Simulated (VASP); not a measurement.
# C (R-3m) in VASP: a series of runs, part 2 of 2

VASP 6.6.1.

## Step 3: Electric field gradients, LDA (equal xy, yz and zx shear strains of +2 %)

The input, INCAR:

```
SYSTEM = C
  PREC = Accurate
  ENCUT = 520
  EDIFF = 1E-8
  ISMEAR = -1
  SIGMA = 0.08
  LREAL = .FALSE.
  LASPH = .TRUE.
  NELM = 60
  ALGO = Normal
  ISIF = 2
  LWAVE = .FALSE.
  LCHARG = .FALSE.
  LEFG = .TRUE.
  NBANDS = 11
```

The input, KPOINTS:

```
Automatic mesh
0
G
  20 20 20
  0 0 0
```

The input, POSCAR:

```
C
1.0
    0.0356680000      1.8012340000      1.8012340000
    1.8012340000      0.0356680000      1.8012340000
    1.8012340000      1.8012340000      0.0356680000
C
2
Direct
    0.5000000000      0.5000000000      0.5000000000
    0.7500000000      0.7500000000      0.7500000000
```

Potentials or basis: VASP PAW LDA potentials, release 64 (C).

Run with:

```bash
$ cat potpaw_LDA.64/C/POTCAR > POTCAR
$ mpirun -np 1 vasp_std > vasp.out
```

OUTCAR:

```text
SYSTEM = C
   PREC = Accurate
   ENCUT = 520
   EDIFF = 1E-8
   ISMEAR = -1
   LREAL = .FALSE.
   LASPH = .TRUE.
   NELM = 60
   ISIF = 2

 ion  position               nearest neighbor table
   1  0.500  0.500  0.500-   2 1.53   2 1.53   2 1.53   2 1.58
   2  0.750  0.750  0.750-   1 1.53   1 1.53   1 1.53   1 1.58

  LATTYP: Found a trigonal (rhomboedric) cell.
 ALAT       =     2.5475792533
 COS(alpha) =     0.5197000882

  Lattice vectors:

 A1 = (   0.0356680000,   1.8012340000,   1.8012340000)
 A2 = (   1.8012340000,   0.0356680000,   1.8012340000)
 A3 = (   1.8012340000,   1.8012340000,   0.0356680000)

Analysis of symmetry for initial positions (statically):
=====================================================================
 Subroutine PRICEL returns:
 Original cell was already a primitive cell.

 Routine SETGRP: Setting up the symmetry group for a
 trigonal (rhombohedral) supercell.

 Subroutine GETGRP returns: Found 12 space group operations
 (whereof  6 operations were pure point group operations)
 out of a pool of 12 trial point group operations.

The static configuration has the point symmetry C_3v.
 The point group associated with its full space group is D_3d.

Analysis of symmetry for dynamics (positions and initial velocities):
=====================================================================
 Subroutine PRICEL returns:
 Original cell was already a primitive cell.

 Routine SETGRP: Setting up the symmetry group for a
 trigonal (rhombohedral) supercell.

 Subroutine GETGRP returns: Found 12 space group operations
 (whereof  6 operations were pure point group operations)
 out of a pool of 12 trial point group operations.

The dynamic configuration has the point symmetry C_3v.
 The point group associated with its full space group is D_3d.

 Subroutine INISYM returns: Found 12 space group operations
 (whereof  6 operations are pure point group operations),
 and found     1 'primitive' translations

----------------------------------------------------------------------------------------

                                     Primitive cell

  volume of cell :      11.3409

  direct lattice vectors                    reciprocal lattice vectors
     0.035668000  1.801234000  1.801234000    -0.285971728  0.280418879  0.280418879
     1.801234000  0.035668000  1.801234000     0.280418879 -0.285971728  0.280418879
     1.801234000  1.801234000  0.035668000     0.280418879  0.280418879 -0.285971728

  length of vectors
     2.547579253  2.547579253  2.547579253     0.488926708  0.488926708  0.488926708

  position of ions in fractional coordinates (direct lattice)
     0.500000000  0.500000000  0.500000000
     0.750000000  0.750000000  0.750000000

  ion indices of the primitive-cell ions
   primitive index   ion index
                 1           1
                 2           2

----------------------------------------------------------------------------------------

 KPOINTS: Automatic mesh

[... 77 lines left out ...]
   PSTRESS=    0.0 pullay stress
   NELECT =       8.0000    total number of electrons
   NUPDOWN=      -1.0000    fix difference up-down
   EMIN   =  10.00;   EMAX   =-10.00  energy-range for DOS
   EFERMI =   0.00;   METHOD = LEGACY
   ISMEAR =    -1;   SIGMA  =   0.08  broadening in eV -4-tet -1-fermi 0-gaus
   EFERMI_NEDOS =   21; number of points for ismear=-14 and -15
   IALGO  =     38    algorithm
   IMIX   =      4    mixing-type and parameters
     AMIX     =   0.40;   BMIX     =  1.00
     AMIX_MAG =   1.60;   BMIX_MAG =  1.00
  volume/ion in A,a.u.               =       5.67        38.27
  Fermi-wavevector in a.u.,A,eV,Ry     =   1.457323  2.753942 28.895930  2.123791
  Thomas-Fermi vector in A             =   2.574138
   LORBIT       =      0    0 simple, 1 ext, 2 COOP (PROOUT), +10 PAW based schemes
   GGA     = CA    functional components
   LHFCALC =     F    Hartree Fock is set to
   AEXX    =    0.0000 exact exchange contribution
   IVDW    =     0    specifies the selected vdW correction
   LEPSILON=     F    determine dielectric tensor
   LRPA    =     F    only Hartree local field effects (RPA)
 non-spin polarized calculation
  energy-cutoff  :      520.00
  volume of cell :       11.34
 maximum number of plane-waves:       319
   NGX =  9   NGY =  9   NGZ =  9

 number of electron       7.9999999 magnetization

 Free energy of the ion-electron system (eV)
  ---------------------------------------------------
  ext. energy  EPLUGINS =         0.00000000
  ---------------------------------------------------
  free energy    TOTEN  =       -20.21219618 eV

  energy without entropy =      -20.21219618  energy(sigma->0) =      -20.21219618

 E-fermi :  11.2878     XC(G=0): -13.5005

 val. band max:        9.7381284783   @ k =   0.0000   0.0000   0.0000
 cond. band min:      13.7994887644   @ k =   0.3500   0.3500   0.0000
 fundamental gap:      4.0613602861
 Fermi energy:        11.2878049470

 k-point     1 :       0.0000    0.0000    0.0000
  band No.  band energies     occupation
      1     -11.5986      2.00000
      2       9.6952      2.00000
      3       9.7381      2.00000
      4       9.7381      2.00000
      5      14.6145      0.00000
      6      15.5746      0.00000
      7      15.5746      0.00000
      8      23.3659      0.00000
      9      28.7557      0.00000
     10      36.3775      0.00000
     11      36.3775      0.00000
[... 309 lines left out ...]
 k-point    24 :      -0.3500    0.0500   -0.0000
  band No.  band energies     occupation
      1      -7.8437      2.00000
      2      -0.5198      2.00000
      3       6.6597      2.00000
      4       7.3364      2.00000
      5      17.4489      0.00000
      6      18.4061      0.00000
      7      18.7117      0.00000
      8      24.7794      0.00000
      9      30.3228      0.00000
     10      32.3072      0.00000
     11      34.1057      0.00000

 [... further k-points ...]
[... 5 lines left out ...]
  --------------------------------------------------------------------------------------
  -------------------------------------------------------------------------------------
  Total       -0.7812106     -0.7812106     -0.7812106     -0.7743986     -0.7743986     -0.7743986
  in kB     -110.3651302   -110.3651302   -110.3651302   -109.4027604   -109.4027604   -109.4027604
  external PRESSURE =    -110.3651302 kB  Pullay stress =       0.0000000 kB

 VOLUME and BASIS-vectors are now :
 -----------------------------------------------------------------------------
  energy-cutoff  :      520.00
  volume of cell :       11.34
      direct lattice vectors                 reciprocal lattice vectors
     0.035668000  1.801234000  1.801234000    -0.285971728  0.280418879  0.280418879
     1.801234000  0.035668000  1.801234000     0.280418879 -0.285971728  0.280418879
     1.801234000  1.801234000  0.035668000     0.280418879  0.280418879 -0.285971728

 POSITION                                       TOTAL-FORCE (eV/Angst)
 -----------------------------------------------------------------------------------
      1.81907      1.81907      1.81907         0.026401      0.026401      0.026401
      2.72860      2.72860      2.72860        -0.026401     -0.026401     -0.026401
 -----------------------------------------------------------------------------------
    total drift:                                0.000000     -0.000000      0.000000

  FREE ENERGIE OF THE ION-ELECTRON SYSTEM (eV)
  ---------------------------------------------------
  free  energy   TOTEN  =       -20.2121961764 eV

  energy  without entropy=      -20.2121961764  energy(sigma->0) =      -20.21219618

 Electric field gradients (V/A^2)
---------------------------------------------------------------------
 ion       V_xx      V_yy      V_zz      V_xy      V_xz      V_yz
---------------------------------------------------------------------
   1      -0.000    -0.000    -0.000     2.195     2.195     2.195
   2      -0.000    -0.000    -0.000     2.195     2.195     2.195
---------------------------------------------------------------------

 Electric field gradients after diagonalization (V/A^2)
 (convention: |V_zz| > |V_xx| > |V_yy|)
----------------------------------------------------------------------
 ion       V_xx      V_yy      V_zz     asymmetry (V_yy - V_xx)/ V_zz
----------------------------------------------------------------------
   1      -2.195    -2.195     4.390       0.000
   2      -2.195    -2.195     4.390       0.000
----------------------------------------------------------------------

           NMR quadrupolar parameters

 Cq : quadrupolar parameter    Cq=e*Q*V_zz/h
 eta: asymmetry parameters     (V_yy - V_xx)/ V_zz
 Q  : nuclear electric quadrupole moment in mb (millibarn)
----------------------------------------------------------------------
 ion       Cq(MHz)       eta       Q (mb)
----------------------------------------------------------------------
   1       0.011       0.000       1.000
   2       0.011       0.000       1.000
----------------------------------------------------------------------
```

OSZICAR:

```text
N       E                     dE             d eps       ncg     rms          rms(c)
DAV:   1    -0.151343599432E+01   -0.15134E+01   -0.47770E+03 18106   0.698E+02
DAV:   2    -0.206550967641E+02   -0.19142E+02   -0.18590E+02 22601   0.127E+02
DAV:   3    -0.210180791889E+02   -0.36298E+00   -0.36214E+00 20140   0.132E+01
DAV:   4    -0.210187492695E+02   -0.67008E-03   -0.67007E-03 18412   0.720E-01
DAV:   5    -0.210187502010E+02   -0.93144E-06   -0.93144E-06 19760   0.249E-02    0.571E+00
DAV:   6    -0.204208887801E+02    0.59786E+00   -0.31925E-01 17713   0.392E+00    0.331E+00
DAV:   7    -0.202123645349E+02    0.20852E+00   -0.38038E-01 18927   0.429E+00    0.718E-01
DAV:   8    -0.202122101993E+02    0.15434E-03   -0.95297E-03 18294   0.801E-01    0.302E-02
DAV:   9    -0.202121943852E+02    0.15814E-04   -0.41460E-05 19739   0.504E-02    0.212E-02
DAV:  10    -0.202121962258E+02   -0.18406E-05   -0.26825E-06 18868   0.135E-02    0.527E-03
DAV:  11    -0.202121961790E+02    0.46794E-07   -0.15802E-07 19164   0.313E-03    0.472E-04
DAV:  12    -0.202121961764E+02    0.26153E-08   -0.56622E-09 11969   0.641E-04
   1 F= -.20212196E+02 E0= -.20212196E+02  d E =-.157009E-10
```

stdout:

```text
POSCAR found type information on POSCAR C
 POSCAR found :  1 types and       2 ions
 scaLAPACK will be used
 LDA part: xc-table for (Slater(with rela. corr.)+CA(PZ))
 , standard interpolation
 POSCAR, INCAR and KPOINTS ok, starting setup
 FFT: planning ... GRIDC
 FFT: planning ... GRID_SOFT
 FFT: planning ... GRID
 WAVECAR not read
 entering main loop
ion   1

ion   2
```

Wall time 94 s (1 thread of Intel Xeon 8259CL, shared host); peak memory 0.18 GiB.

Results:

```
Free energy                             : -20.2122 eV
Pressure                                : -11.0 GPa
Largest force                           : 0.046 eV/Å
Band gap on the k mesh                  : 4.06 eV (least direct gap 4.88 eV)
Largest electric field gradient by atom : C +4.4 V/Å²
```

Forces on the atoms (eV/Å):
```
C    0.026  0.026  0.026
C   -0.026 -0.026 -0.026
```

Stress tensor (GPa, compression positive):
```
-11.04 -10.94 -10.94
-10.94 -11.04 -10.94
-10.94 -10.94 -11.04
```

Levels at points of the mesh, in eV from the valence-band top:
```csv
k point,band 1,band 2,band 3,band 4,band 5,band 6,band 7,band 8,band 9
"(0.00, 0.00, 0.00)",-21.34,-0.04,0.00,0.00,4.88,5.84,5.84,13.63,19.02
"(0.50, 0.00, 0.00)",-15.35,-13.38,-2.93,-2.85,7.83,8.64,8.96,15.38,21.39
"(0.50, 0.50, 0.00)",-12.73,-12.52,-6.49,-6.10,4.31,5.09,16.55,16.60,22.80
"(0.50, 0.50, 0.50)",-15.91,-13.34,-2.53,-2.53,8.55,8.55,9.69,15.41,21.50
```

Electric field gradients, principal values (V/Å²):
| atom | least | middle | greatest (by size) |
| --- | --- | --- | --- |
| 1 C | -2.195 | -2.195 | 4.390 |
| 2 C | -2.195 | -2.195 | 4.390 |

Caveat: the cell differs from its parent crystal (equal xy, yz and zx shear strains of +2 %); the cell stands under tension; without QUAD_EFG the Cq values of the log hold for a quadrupole moment of 1 mb, not for the nuclei. A k mesh can miss the band edges.
